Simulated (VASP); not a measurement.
# Rb2MoBr4O2 (C2/m) in VASP: single point with PBE+U

Aim: the single point of Rb2MoBr4O2 with PBE+U.

Everything below comes from runs of VASP 6.6.1. Logs are shortened: lines on timing, memory, paths and dates and some standing lists are left out, and cuts for length are marked.

## Step 1: The cell of the first run

It takes space group C2/m (No. 12, monoclinic). Conventional cell: a = 11.493 Å, b = 7.607 Å, c = 5.556 Å, α = 90.00°, β = 94.96°, γ = 90.00°. Within 2.4 Å of Mo (site symmetry 2/m) lie 2 O at 1.77 Å. Within 4.6 Å of Rb (site symmetry m) lie 8 Br at 3.35 to 3.56 Å and 4 O at 3.57 to 4.09 Å and 3 Mo at 4.41 to 4.44 Å and 2 Rb at 4.41 to 4.59 Å. Br (site symmetry 1) has 1 Mo at 2.69 Å and 4 O at 3.19 to 3.66 Å and 4 Rb at 3.35 to 3.56 Å and 5 Br at 3.71 to 3.89 Å within 3.9 Å. Within 2.4 Å of O (site symmetry m) lie 1 Mo at 1.77 Å.

## Step 2: Single point, PBE+U, collinear spin

Contents of INCAR:

```
SYSTEM = Rb2MoBr4O2
PREC     = Accurate       ! precision mode
ENCUT    = 520            ! plane-wave cutoff, eV
EDIFF    = 1E-6           ! SCF threshold, eV
ISMEAR   = -1             ! smearing method
SIGMA    = 0.0739         ! smearing width, eV
LREAL    = .FALSE.        ! projectors in reciprocal space
LASPH    = .TRUE.         ! aspherical terms in the spheres
NELM     = 150            ! most SCF steps
ALGO     = Normal         ! electronic algorithm
ISIF     = 2              ! what is computed and relaxed
LWAVE    = .FALSE.        ! write WAVECAR
LCHARG   = .TRUE.         ! write CHGCAR
ISPIN    = 2              ! spin polarisation
MAGMOM   = 2 0 0 0 0 0 0 0 0 ! initial moments
LORBIT   = 11             ! projections on sites
LMAXMIX  = 4              ! l up to which the mixer works
LDAU     = .TRUE.         ! DFT+U
LDAUTYPE = 2            
LDAUL    = 2 -1 -1 -1     ! shell
LDAUU    = 0.97 0 0 0     ! U, eV
LDAUJ    = 0 0 0 0      
LDAUPRINT= 1            
GGA      = PE             ! functional
LELF     = .TRUE.         ! ELF
LVHAR    = .TRUE.       
NBANDS   = 50             ! bands
LUSENCCL = .FALSE.
```

Contents of KPOINTS:

```
Automatic mesh
0
G
  3 3 4
  0 0 0
```

Contents of POSCAR:

```
Rb2MoBr4O2
1.0
    5.7465410000      3.8034300000      0.0000000000
    5.7465410000     -3.8034300000      0.0000000000
    0.4802800000      0.0000000000     -5.5352170000
Mo Rb Br O
1 2 4 2
Direct
    0.5000000000      0.5000000000      0.5000000000
    0.8452900000      0.8452900000      0.7908100000
    0.1547100000      0.1547100000      0.2091900000
    0.8664600000      0.3547200000      0.7241800000
    0.6452800000      0.1335400000      0.2758200000
    0.1335400000      0.6452800000      0.2758200000
    0.3547200000      0.8664600000      0.7241800000
    0.3844000000      0.3844000000      0.7323000000
    0.6156000000      0.6156000000      0.2677000000
```

Potentials or basis: VASP PAW PBE potentials, release 64 (Mo_sv, Rb_sv, Br, O).

Started as:

```console
cat potpaw_PBE.64/Mo_sv/POTCAR potpaw_PBE.64/Rb_sv/POTCAR potpaw_PBE.64/Br/POTCAR potpaw_PBE.64/O/POTCAR > POTCAR
mpirun -np 1 vasp_std > vasp.out
```

OUTCAR:

```text
SYSTEM = Rb2MoBr4O2
   PREC = Accurate
   ENCUT = 520
   EDIFF = 1E-6
   ISMEAR = -1
   LREAL = .FALSE.
   LASPH = .TRUE.
   NELM = 150
   ISIF = 2
   ISPIN = 2
   LORBIT = 11
   GGA = PE

 ion  position               nearest neighbor table
   1  0.500  0.500  0.500-   8 1.77   9 1.77   6 2.69   7 2.69   4 2.69   5 2.69   2 4.41   3 4.41
                             3 4.44   3 4.44   2 4.44   2 4.44
   2  0.845  0.845  0.791-   5 3.35   6 3.35   4 3.37   7 3.37   5 3.41   6 3.41   7 3.56   4 3.56
                             9 3.57   8 3.84   8 3.84   1 4.41   3 4.41   1 4.44   1 4.44   3 4.59
   3  0.155  0.155  0.209-   4 3.35   7 3.35   6 3.37   5 3.37   4 3.41   7 3.41   6 3.56   5 3.56
                             8 3.57   9 3.84   9 3.84   1 4.41   2 4.41   1 4.44   1 4.44   2 4.59
   4  0.866  0.355  0.724-   1 2.69   3 3.35   2 3.37   3 3.41   2 3.56
   5  0.645  0.134  0.276-   1 2.69   2 3.35   3 3.37   2 3.41   3 3.56
   6  0.134  0.645  0.276-   1 2.69   2 3.35   3 3.37   2 3.41   3 3.56
   7  0.355  0.866  0.724-   1 2.69   3 3.35   2 3.37   3 3.41   2 3.56
   8  0.384  0.384  0.732-   1 1.77   3 3.57   2 3.84   2 3.84
   9  0.616  0.616  0.268-   1 1.77   2 3.57   3 3.84   3 3.84

  LATTYP: Found a base centered monoclinic cell.
 ALAT       =    11.4930820000
 B/A-ratio  =     0.6618642415
 C/A-ratio  =     0.4834224979
 COS(beta)  =    -0.0864432603

  Lattice vectors:

 A1 = (  -5.7465410000,  -3.8034300000,   0.0000000000)
 A2 = (  -5.7465410000,   3.8034300000,   0.0000000000)
 A3 = (   0.4802800000,   0.0000000000,  -5.5352170000)

Analysis of symmetry for initial positions (statically):
=====================================================================
 Subroutine PRICEL returns:
 Original cell was already a primitive cell.

 Routine SETGRP: Setting up the symmetry group for a
 base centered monoclinic supercell.

 Subroutine GETGRP returns: Found  4 space group operations
 (whereof  4 operations were pure point group operations)
 out of a pool of  4 trial point group operations.

The static configuration has the point symmetry C_2h.

Analysis of symmetry for dynamics (positions and initial velocities):
=====================================================================
 Subroutine PRICEL returns:
 Original cell was already a primitive cell.

 Routine SETGRP: Setting up the symmetry group for a
 base centered monoclinic supercell.

 Subroutine GETGRP returns: Found  4 space group operations
 (whereof  4 operations were pure point group operations)
 out of a pool of  4 trial point group operations.

The dynamic configuration has the point symmetry C_2h.

Analysis of structural, dynamic, and magnetic symmetry:
[... 202 lines left out ...]

 val. band max:        0.3232133099   @ k =   0.0000   0.0000   0.0000
 cond. band min:       0.7336226041   @ k =   0.3333   0.3333   0.5000
 fundamental gap:      0.4104092943
 Fermi energy:         0.5264409078

 spin component 1

 k-point     1 :       0.0000    0.0000    0.0000
  band No.  band energies     occupation
      1     -61.5344      1.00000
      2     -35.6519      1.00000
      3     -35.6380      1.00000
      4     -35.6262      1.00000
      5     -24.6111      1.00000
      6     -24.5987      1.00000
[... 703 lines left out ...]
     47       8.4662      0.00000
     48       8.7541      0.00000
 Fermi energy:         0.5264409078

 spin component 2

 k-point     1 :       0.0000    0.0000    0.0000
  band No.  band energies     occupation
      1     -61.5343      1.00000
      2     -35.6518      1.00000
      3     -35.6380      1.00000
      4     -35.6261      1.00000
      5     -24.6111      1.00000
      6     -24.5987      1.00000
[... 703 lines left out ...]
     47       8.4662      0.00000
     48       8.7541      0.00000
 [bands above 48 left out]

------------------------ aborting loop because EDIFF is reached ----------------------------------------

  FORCE on cell =-STRESS in cart. coord.  units (eV):
  Direction    XX          YY          ZZ          XY          YZ          ZX
  --------------------------------------------------------------------------------------
  -------------------------------------------------------------------------------------
  Total        2.5428447     -2.2125018      3.9705972      0.0000000      0.0000000      2.2914475
  in kB       16.8377411    -14.6503378     26.2917701      0.0000000      0.0000000     15.1730858
  external PRESSURE =       9.4930578 kB  Pullay stress =       0.0000000 kB

 VOLUME and BASIS-vectors are now :
 -----------------------------------------------------------------------------
  energy-cutoff  :      520.00
  volume of cell :      241.96
      direct lattice vectors                 reciprocal lattice vectors
     5.746541000  3.803430000  0.000000000     0.087008863  0.131460287  0.007549590
     5.746541000 -3.803430000  0.000000000     0.087008863 -0.131460287  0.007549590
     0.480280000  0.000000000 -5.535217000     0.000000000  0.000000000 -0.180661391

 POSITION                                       TOTAL-FORCE (eV/Angst)
 -----------------------------------------------------------------------------------
      5.98668      0.00000     -2.76761        -0.000000      0.000000      0.000000
     10.09480      0.00000     -4.37730        -0.117881      0.000000      0.000855
      1.87856      0.00000     -1.15791         0.117881      0.000000     -0.000855
      7.36537      1.94637     -4.00849        -0.447646     -0.678188      0.386893
      4.60799      1.94637     -1.52672         0.447646     -0.678188     -0.386893
      4.60799     -1.94637     -1.52672         0.447646      0.678188     -0.386893
      7.36537     -1.94637     -4.00849        -0.447646      0.678188      0.386893
      4.76965      0.00000     -4.05344        -0.479750      0.000000     -0.457953
      7.20371      0.00000     -1.48178         0.479750      0.000000      0.457953
 -----------------------------------------------------------------------------------
    total drift:                                0.000000     -0.000000     -0.000000

  FREE ENERGIE OF THE ION-ELECTRON SYSTEM (eV)
  ---------------------------------------------------
  free  energy   TOTEN  =       -39.3214271567 eV

  energy  without entropy=      -39.3001648974  energy(sigma->0) =      -39.31079603

 total charge

# of ion       s       p       d       tot
------------------------------------------
    1        2.309   6.320   3.618  12.248
    2        1.939   5.352   0.025   7.316
    3        1.939   5.352   0.025   7.316
    4        1.612   3.249   0.010   4.871
    5        1.612   3.249   0.010   4.871
    6        1.612   3.249   0.010   4.871
    7        1.612   3.249   0.010   4.871
    8        1.599   3.351   0.000   4.949
    9        1.599   3.351   0.000   4.949
--------------------------------------------------
tot         15.833  36.722   3.710  56.265

 magnetization (x)

# of ion       s       p       d       tot
------------------------------------------
    1        0.000   0.000   0.000   0.000
    2        0.000   0.000  -0.000   0.000
    3        0.000   0.000  -0.000   0.000
    4       -0.000  -0.000   0.000  -0.000
    5       -0.000  -0.000   0.000  -0.000
    6       -0.000  -0.000   0.000  -0.000
    7       -0.000  -0.000   0.000  -0.000
    8       -0.000  -0.000   0.000  -0.000
    9       -0.000  -0.000   0.000  -0.000
--------------------------------------------------
tot         -0.000  -0.000   0.000   0.000
```

OSZICAR:

```text
N       E                     dE             d eps       ncg     rms          rms(c)
DAV:   1     0.522001439550E+03    0.52200E+03   -0.35287E+04  3040   0.128E+03
DAV:   2    -0.830911487109E+01   -0.53031E+03   -0.51510E+03  3568   0.286E+02
DAV:   3    -0.479931465661E+02   -0.39684E+02   -0.39463E+02  3800   0.775E+01
DAV:   4    -0.489115024624E+02   -0.91836E+00   -0.91650E+00  4000   0.104E+01
DAV:   5    -0.489391048333E+02   -0.27602E-01   -0.27599E-01  3944   0.151E+00    0.441E+01
DAV:   6    -0.456432531975E+02    0.32959E+01   -0.62750E+01  2968   0.318E+01    0.262E+01
DAV:   7    -0.418463874488E+02    0.37969E+01   -0.68874E+01  2894   0.268E+01    0.151E+01
DAV:   8    -0.396917323494E+02    0.21547E+01   -0.34786E+00  3064   0.887E+00    0.644E+00
DAV:   9    -0.394601461313E+02    0.23159E+00   -0.59820E-01  3262   0.336E+00    0.385E+00
DAV:  10    -0.393316078915E+02    0.12854E+00   -0.25422E-01  3560   0.265E+00    0.193E+00
DAV:  11    -0.393236814322E+02    0.79265E-02   -0.78219E-02  3334   0.121E+00    0.701E-01
DAV:  12    -0.393213517111E+02    0.23297E-02   -0.99486E-03  3456   0.435E-01    0.239E-01
DAV:  13    -0.393215086015E+02   -0.15689E-03   -0.13142E-03  3352   0.158E-01    0.170E-01
DAV:  14    -0.393214132143E+02    0.95387E-04   -0.29510E-04  3584   0.760E-02    0.714E-02
DAV:  15    -0.393214194444E+02   -0.62301E-05   -0.28087E-04  3264   0.741E-02    0.278E-02
DAV:  16    -0.393214270427E+02   -0.75982E-05   -0.30548E-05  3216   0.240E-02    0.167E-02
DAV:  17    -0.393214269186E+02    0.12404E-06   -0.14558E-05  3144   0.161E-02    0.336E-03
DAV:  18    -0.393214271567E+02   -0.23812E-06   -0.86988E-07  2132   0.418E-03
   1 F= -.39321427E+02 E0= -.39310796E+02  d E =-.212623E-01  mag=     0.0000
```

stdout:

```text
[vt-gpu-od-0:19922] opal_ifinit: socket() failed with errno=97
 Offloading initialized ...    1 GPUs detected
 POSCAR found type information on POSCAR MoRbBrO
 POSCAR found :  4 types and       9 ions
 scaLAPACK will be used selectively (only on CPU)
 LDA part: xc-table for (Slater+PW92), standard interpolation
 POSCAR, INCAR and KPOINTS ok, starting setup
 FFT: planning ... GRIDC
 FFT: planning ... GRID_SOFT
 FFT: planning ... GRID
 WAVECAR not read
 entering main loop
```

It took 3.6 min on 1 × NVIDIA H100 80GB with 1 thread of Intel Xeon Platinum 8481C at 2.70GHz (Sapphire Rapids), shared host; peak memory 1.5 GiB.

Results:

| Item | Value |
| --- | --- |
| Free energy | -39.3214 eV |
| Pressure | 0.9 GPa |
| Largest force | 0.900 eV/Å |
| Band gap on the k mesh | 0.41 eV (least direct gap 0.43 eV) |
| Net moment | 0.00 μB per cell |
| Valence electrons inside the program's atomic spheres | Mo 12.25; Rb 7.32; Br 4.87; O 4.95 |

Forces in eV/Å, atoms in the order of the input:
```
Mo   0.000  0.000  0.000
Rb  -0.118  0.000  0.001
Rb   0.118  0.000 -0.001
Br  -0.448 -0.678  0.387
Br   0.448 -0.678 -0.387
Br   0.448  0.678 -0.387
Br  -0.448  0.678  0.387
O   -0.480  0.000 -0.458
O    0.480  0.000  0.458
```

Levels at points of the mesh, in eV from the valence-band top:
Spin up:
| k point | band 32 | band 33 | band 34 | band 35 | band 36 | band 37 | band 38 | band 39 | band 40 | band 41 |
| --- | --- | --- | --- | --- | --- | --- | --- | --- | --- | --- |
| (0.00, 0.00, 0.00) | -0.84 | -0.73 | -0.41 | -0.34 | 0.00 | 0.43 | 2.46 | 3.38 | 3.40 | 4.48 |
| (0.00, 0.00, 0.50) | -0.61 | -0.50 | -0.42 | -0.31 | -0.10 | 0.49 | 2.53 | 3.35 | 3.37 | 4.86 |
Spin down:
```
           k point  band 32  band 33  band 34  band 35  band 36  band 37  band 38  band 39  band 40  band 41
(0.00, 0.00, 0.00)    -0.84    -0.73    -0.41    -0.34     0.00     0.43     2.46     3.38     3.40     4.48
(0.00, 0.00, 0.50)    -0.61    -0.50    -0.42    -0.31    -0.10     0.49     2.53     3.35     3.37     4.86
```

Eigenvalues of the final occupation matrices:
| site | spin | trace | eigenvalues |
| --- | --- | --- | --- |
| site 1 d | 1 | 1.84 | 0.20 0.34 0.38 0.39 0.53 |
| site 1 d | 2 | 1.84 | 0.20 0.34 0.38 0.39 0.53 |

Caveat: an odd mesh through Γ misses points on the zone boundary, where band edges can lie.
